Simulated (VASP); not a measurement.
# Au (Fmmm) in VASP: single point with r2SCAN

Aim: the single point of Au with r2SCAN.

All numbers are computed with VASP 6.6.1; they aren't measurements. Logs are shortened: lines on timing, memory, paths and dates and some standing lists are left out, and cuts for length are marked.

## 1. The cell of the first run

Symmetry: Fmmm, No. 69, orthorhombic system. Conventional cell: a = 4.014 Å, b = 4.091 Å, c = 4.168 Å, α = 90.00°, β = 90.00°, γ = 90.00°. Within 3.8 Å of Au (site symmetry mmm) lie 12 Au at 2.87 to 2.92 Å.

## 2. Single point, r2SCAN (strain +0.0187 x Voigt [1, -1, 0, 0, 0, 0])

POSCAR

```
Au
1.0
    0.0000000000      2.0072491500      2.0455000000
    2.0837508500      0.0000000000      2.0455000000
    2.0837508500      2.0072491500      0.0000000000
Au
1
Direct
    0.0000000000      0.0000000000      0.0000000000
```

INCAR.step1

```
SYSTEM = Au
ALGO     = Normal         ! electronic algorithm
EDIFF    = 1E-4           ! SCF threshold, eV
ENCUT    = 520            ! plane-wave cutoff, eV
GGA      = PE             ! functional
ISMEAR   = 0              ! smearing method
LASPH    = .TRUE.         ! aspherical terms in the spheres
LCHARG   = .FALSE.        ! write CHGCAR
LREAL    = .FALSE.        ! projectors in reciprocal space
LWAVE    = .TRUE.         ! write WAVECAR
NBANDS   = 12             ! bands
NELM     = 100            ! most SCF steps
PREC     = Accurate       ! precision mode
SIGMA    = 0.15           ! smearing width, eV
```

INCAR.step2

```
SYSTEM = Au
ALGO     = Normal         ! electronic algorithm
EDIFF    = 1E-6           ! SCF threshold, eV
ENCUT    = 520            ! plane-wave cutoff, eV
ISIF     = 2              ! what is computed and relaxed
ISMEAR   = 0              ! smearing method
ISTART   = 1            
LASPH    = .TRUE.         ! aspherical terms in the spheres
LCHARG   = .FALSE.        ! write CHGCAR
LMIXTAU  = .TRUE.       
LREAL    = .FALSE.        ! projectors in reciprocal space
LWAVE    = .FALSE.        ! write WAVECAR
METAGGA  = R2SCAN         ! meta-GGA
NBANDS   = 12             ! bands
NELM     = 100            ! most SCF steps
PREC     = Accurate       ! precision mode
SIGMA    = 0.15           ! smearing width, eV
```

KPOINTS

```
k-points
0
G
  20 20 20
  0 0 0
```

Potentials or basis: VASP PAW PBE potentials, release 64 (Au).

Run with:

```
cat potpaw_PBE.64/Au/POTCAR > POTCAR
cp INCAR.step1 INCAR
mpirun -np 1 vasp_std > vasp.out
cp INCAR.step2 INCAR
mpirun -np 1 vasp_std > vasp.out
```

OUTCAR:

```text
SYSTEM = Au
   EDIFF = 1E-6
   ENCUT = 520
   ISIF = 2
   ISMEAR = 0
   ISTART = 1
   LASPH = .TRUE.
   LREAL = .FALSE.
   METAGGA = R2SCAN
   NELM = 100
   PREC = Accurate

 ion  position               nearest neighbor table
   1  0.000  0.000  0.000-

  LATTYP: Found a face centered orthorhombic cell.
 ALAT       =     4.0144983000
 B/A-ratio  =     1.0190563538
 C/A-ratio  =     1.0381127076

  Lattice vectors:

 A1 = (  -2.0837508500,   0.0000000000,  -2.0455000000)
 A2 = (  -2.0837508500,   2.0072491500,   0.0000000000)
 A3 = (   0.0000000000,   2.0072491500,  -2.0455000000)

Analysis of symmetry for initial positions (statically):
=====================================================================
 Subroutine PRICEL returns:
 Original cell was already a primitive cell.

 Routine SETGRP: Setting up the symmetry group for a
 face centered orthorhombic supercell.

 Subroutine GETGRP returns: Found  8 space group operations
 (whereof  8 operations were pure point group operations)
 out of a pool of  8 trial point group operations.

The static configuration has the point symmetry D_2h.

Analysis of symmetry for dynamics (positions and initial velocities):
=====================================================================
 Subroutine PRICEL returns:
 Original cell was already a primitive cell.

 Routine SETGRP: Setting up the symmetry group for a
 face centered orthorhombic supercell.

 Subroutine GETGRP returns: Found  8 space group operations
 (whereof  8 operations were pure point group operations)
 out of a pool of  8 trial point group operations.

The dynamic configuration has the point symmetry D_2h.

 Subroutine INISYM returns: Found  8 space group operations
 (whereof  8 operations are pure point group operations),
 and found     1 'primitive' translations

----------------------------------------------------------------------------------------

                                     Primitive cell

  volume of cell :      17.1110

  direct lattice vectors                    reciprocal lattice vectors
     0.000000000  2.007249150  2.045500000    -0.239951912  0.249097129  0.244439012
     2.083750850  0.000000000  2.045500000     0.239951912 -0.249097129  0.244439012
     2.083750850  2.007249150  0.000000000     0.239951912  0.249097129 -0.244439012

  length of vectors
     2.865854044  2.919946550  2.893279585     0.423528901  0.423528901  0.423528901

  position of ions in fractional coordinates (direct lattice)
     0.000000000  0.000000000  0.000000000

  ion indices of the primitive-cell ions
   primitive index   ion index
                 1           1

----------------------------------------------------------------------------------------

 KPOINTS: k-points

Automatic generation of k-mesh.
 Grid dimensions read from file:
 generate k-points for:   20   20   20

 Generating k-lattice:

  Cartesian coordinates                     Fractional coordinates (reciprocal lattice)
    -0.011997596  0.012454856  0.012221951     0.050000000  0.000000000  0.000000000
     0.011997596 -0.012454856  0.012221951     0.000000000  0.050000000  0.000000000
     0.011997596  0.012454856 -0.012221951     0.000000000  0.000000000  0.050000000

  Length of vectors
     0.021176445  0.021176445  0.021176445

  Shift w.r.t. Gamma in fractional coordinates (k-lattice)
     0.000000000  0.000000000  0.000000000

 Subroutine IBZKPT returns following result:
 ===========================================

 Found   1166 irreducible k-points:

 Following reciprocal coordinates:
            Coordinates               Weight
  0.000000  0.000000  0.000000      1.000000
  0.050000 -0.000000  0.000000      8.000000
  0.100000  0.000000  0.000000      8.000000
  0.150000  0.000000  0.000000      8.000000
  0.200000  0.000000  0.000000      8.000000
  0.250000 -0.000000  0.000000      8.000000
[... 16 lines left out ...]
 -0.400000  0.050000 -0.000000      8.000000
 -0.350000  0.050000 -0.000000      8.000000
 [... further k-points ...]
   k-points           NKPTS =   1166   k-points in BZ     NKDIM =   1166   number of bands    NBANDS=     12
   number of dos      NEDOS =    301   number of ions     NIONS =      1
   total plane-waves  NPLWV =  13824
   dimension x,y,z NGX =    24 NGY =   24 NGZ =   24
   dimension x,y,z NGXF=    48 NGYF=   48 NGZF=   48
   ions per type =               1
   NGX,Y,Z   is equivalent  to a cutoff of  13.92, 13.66, 13.79 a.u.
   NGXF,Y,Z  is equivalent  to a cutoff of  27.84, 27.33, 27.58 a.u.
 SYSTEM =  Au
   PREC   = accura    normal or accurate (medium, high low for compatibility)
   ISTART =      1    job   : 0-new  1-cont  2-samecut
   ICHARG =      0    charge: 1-file 2-atom 10-const
   ISPIN  =      1    spin polarized calculation?
   LNONCOLLINEAR =      F non collinear calculations
   LSORBIT =      F    spin-orbit coupling
   LASPH  =      T    aspherical Exc in radial PAW
   ENCUT  =  520.0 eV  38.22 Ry    6.18 a.u.   5.33  5.43  5.38*2*pi/ulx,y,z
   NELM   =    100;   NELMIN=  2; NELMDL=  0     # of ELM steps
   EDIFF  = 0.1E-05   stopping-criterion for ELM
   LREAL  =      F    real-space projection
   EDIFFG = 0.1E-04   stopping-criterion for IOM
   NSW    =      0    number of steps for IOM
   IBRION =     -1    ionic relax: 0-MD 1-quasi-New 2-CG
   NFREE  =      0    steps in history (QN), initial steepest desc. (CG)
   ISIF   =      2    stress and relaxation
   ISYM   =      2    0-nonsym 1-usesym 2-fastsym
   POTIM  = 0.5000    time-step for ionic-motion
   TEBEG  =    0.0;   TEEND  =   0.0 temperature during run
   PSTRESS=    0.0 pullay stress
   NELECT =      11.0000    total number of electrons
   NUPDOWN=      -1.0000    fix difference up-down
   EMIN   =  10.00;   EMAX   =-10.00  energy-range for DOS
   EFERMI =   0.00;   METHOD = LEGACY
   ISMEAR =     0;   SIGMA  =   0.15  broadening in eV -4-tet -1-fermi 0-gaus
   EFERMI_NEDOS =   21; number of points for ismear=-14 and -15
   IALGO  =     38    algorithm
   IMIX   =      4    mixing-type and parameters
     AMIX     =   0.40;   BMIX     =  1.00
     AMIX_MAG =   1.60;   BMIX_MAG =  1.00
  volume/ion in A,a.u.               =      17.11       115.47
  Fermi-wavevector in a.u.,A,eV,Ry     =   1.412907  2.670007 27.161390  1.996306
  Thomas-Fermi vector in A             =   2.534607
   LORBIT       =      0    0 simple, 1 ext, 2 COOP (PROOUT), +10 PAW based schemes
   METAGGA = R2SCAN    functional components
   LHFCALC =     F    Hartree Fock is set to
   AEXX    =    0.0000 exact exchange contribution
   IVDW    =     0    specifies the selected vdW correction
   LEPSILON=     F    determine dielectric tensor
   LRPA    =     F    only Hartree local field effects (RPA)
 non-spin polarized calculation
 Gauss-broadening in eV      SIGMA  =   0.15
  energy-cutoff  :      520.00
  volume of cell :       17.11
 maximum number of plane-waves:       479
 NGX is ok and might be reduce to    24
   NGX = 11   NGY = 11   NGZ = 11

 number of electron      10.9999999 magnetization

 Free energy of the ion-electron system (eV)
  ---------------------------------------------------
  ext. energy  EPLUGINS =         0.00000000
  ---------------------------------------------------
  free energy    TOTEN  =       -50.59015666 eV

  energy without entropy =      -50.58752923  energy(sigma->0) =      -50.58884294

 E-fermi :   9.2663     XC(G=0): -13.6001

 val. band max:        9.2636879137   @ k =   0.2500  -0.2500   0.1500
 cond. band min:       9.2719671048   @ k =   0.3500  -0.1500   0.2000
 fundamental gap:      0.0082791911
 Fermi energy:         9.2663266428

 k-point     1 :       0.0000    0.0000    0.0000
  band No.  band energies     occupation
      1      -0.7905      2.00000
      2       4.1646      2.00000
      3       4.3405      2.00000
      4       4.5036      2.00000
      5       5.6911      2.00000
      6       6.0090      2.00000
      7      24.6006      0.00000
      8      28.3520      0.00000
      9      28.6505      0.00000
     10      28.9754      0.00000
     11      33.9416      0.00000
     12      37.9700      0.00000

 k-point     2 :       0.0500   -0.0000    0.0000
  band No.  band energies     occupation
      1      -0.6999      2.00000
      2       4.1758      2.00000
      3       4.3513      2.00000
      4       4.5151      2.00000
      5       5.6807      2.00000
      6       5.9915      2.00000
      7      24.7050      0.00000
      8      27.9990      0.00000
      9      28.6145      0.00000
     10      28.9680      0.00000
     11      34.4532      0.00000
     12      36.9101      0.00000

 k-point     3 :       0.1000    0.0000    0.0000
  band No.  band energies     occupation
      1      -0.4342      2.00000
      2       4.1699      2.00000
      3       4.3914      2.00000
      4       4.5723      2.00000
      5       5.6618      2.00000
      6       5.9492      2.00000
      7      24.9557      0.00000
      8      26.7327      0.00000
      9      28.8820      0.00000
     10      29.2375      0.00000
     11      34.3148      0.00000
     12      36.3457      0.00000

 k-point     4 :       0.1500    0.0000    0.0000
  band No.  band energies     occupation
      1      -0.0148      2.00000
      2       4.1197      2.00000
      3       4.4651      2.00000
      4       4.6678      2.00000
      5       5.6738      2.00000
      6       5.9144      2.00000
      7      24.6579      0.00000
      8      25.7292      0.00000
      9      29.3197      0.00000
     10      29.6636      0.00000
     11      32.9399      0.00000
     12      35.0772      0.00000

 k-point     5 :       0.2000    0.0000    0.0000
  band No.  band energies     occupation
      1       0.5099      2.00000
      2       4.1031      2.00000
      3       4.5102      2.00000
      4       4.7431      2.00000
      5       5.7741      2.00000
      6       5.9418      2.00000
      7      22.9479      0.00000
      8      25.8089      0.00000
      9      29.7679      0.00000
     10      30.0863      0.00000
     11      32.0215      0.00000
     12      33.7536      0.00000
[... 228 lines left out ...]
      1       1.7653      2.00000
      2       4.1527      2.00000
      3       4.4351      2.00000
      4       6.6902      2.00000
      5       7.1040      2.00000
      6       8.8383      1.99995
      7      12.5157      0.00000
      8      24.0988      0.00000
      9      26.5412      0.00000
     10      27.3279      0.00000
     11      34.7583      0.00000
     12      35.5013      0.00000

 k-point    22 :      -0.4500    0.0500   -0.0000
  band No.  band energies     occupation
      1       1.7672      2.00000
      2       4.1593      2.00000
      3       4.4425      2.00000
      4       6.6900      2.00000
      5       7.0271      2.00000
      6       8.6321      2.00000
      7      12.8081      0.00000
      8      24.1266      0.00000
      9      26.4868      0.00000
     10      27.5110      0.00000
     11      34.6662      0.00000
     12      35.4261      0.00000

 k-point    23 :      -0.4000    0.0500   -0.0000
  band No.  band energies     occupation
      1       1.7713      2.00000
      2       4.2049      2.00000
      3       4.4903      2.00000
      4       6.3624      2.00000
      5       6.8202      2.00000
      6       7.7553      2.00000
      7      14.3010      0.00000
      8      24.3219      0.00000
      9      26.7008      0.00000
     10      28.0853      0.00000
     11      34.1959      0.00000
     12      35.0879      0.00000

 k-point    24 :      -0.3500    0.0500   -0.0000
  band No.  band energies     occupation
      1       1.7427      2.00000
      2       4.2825      2.00000
      3       4.5698      2.00000
      4       5.6191      2.00000
      5       6.5302      2.00000
      6       7.1262      2.00000
      7      16.1922      0.00000
      8      24.6652      0.00000
      9      27.1625      0.00000
     10      28.9887      0.00000
     11      33.3556      0.00000
     12      34.4578      0.00000

 [... further k-points ...]
[... 5 lines left out ...]
  --------------------------------------------------------------------------------------
  -------------------------------------------------------------------------------------
  Total        0.4127293      0.5425407      0.4917550      0.0000000      0.0000000      0.0000000
  in kB       38.6455345     50.8003050     46.0450395      0.0000000      0.0000000      0.0000000
  external PRESSURE =      45.1636263 kB  Pullay stress =       0.0000000 kB

 VOLUME and BASIS-vectors are now :
 -----------------------------------------------------------------------------
  energy-cutoff  :      520.00
  volume of cell :       17.11
      direct lattice vectors                 reciprocal lattice vectors
     0.000000000  2.007249150  2.045500000    -0.239951912  0.249097129  0.244439012
     2.083750850  0.000000000  2.045500000     0.239951912 -0.249097129  0.244439012
     2.083750850  2.007249150  0.000000000     0.239951912  0.249097129 -0.244439012

 POSITION                                       TOTAL-FORCE (eV/Angst)
 -----------------------------------------------------------------------------------
      0.00000      0.00000      0.00000         0.000000      0.000000      0.000000
 -----------------------------------------------------------------------------------
    total drift:                                0.000000      0.000000     -0.000000

  FREE ENERGIE OF THE ION-ELECTRON SYSTEM (eV)
  ---------------------------------------------------
  free  energy   TOTEN  =       -50.5901566600 eV

  energy  without entropy=      -50.5875292273  energy(sigma->0) =      -50.58884294
```

Run time: 5.8 min. Hardware: 1 thread of Intel Xeon 6975P-C (Granite Rapids), shared host; peak memory 0.34 GiB.

Results:

* Free energy: -50.5902 eV
* Pressure: 4.5 GPa
* Band gap on the k mesh: zero (an odd number of electrons rules out a gap without spin polarisation)

Stress tensor (GPa, compression positive):
```
3.86 0.00 0.00
0.00 5.08 0.00
0.00 0.00 4.60
```

Levels at points of the mesh, in eV from the Fermi level:
| k point | band 2 | band 3 | band 4 | band 5 | band 6 | band 7 | band 8 | band 9 |
| --- | --- | --- | --- | --- | --- | --- | --- | --- |
| (0.00, 0.00, 0.00) | -5.10 | -4.93 | -4.76 | -3.58 | -3.26 | 15.33 | 19.09 | 19.38 |
| (0.50, 0.00, 0.00) | -5.12 | -4.84 | -2.24 | -2.10 | -0.79 | 3.15 | 14.75 | 17.55 |
| (0.50, 0.50, 0.00) | -7.02 | -2.25 | -1.97 | -1.69 | 1.19 | 5.98 | 10.49 | 10.55 |
| (0.50, 0.00, 0.50) | -7.02 | -2.24 | -1.89 | -1.74 | 1.52 | 6.43 | 10.16 | 10.18 |
| (0.00, 0.50, 0.50) | -7.04 | -2.22 | -1.91 | -1.78 | 0.87 | 5.52 | 10.84 | 10.87 |

Caveat: the cell differs from its parent crystal (strain +0.0187 x Voigt [1, -1, 0, 0, 0, 0]); the cell stands under pressure; the PAW data sets were made with another functional, which shifts forces and pressure a little; spin-orbit coupling is left out, which moves the levels of the heavy elements.
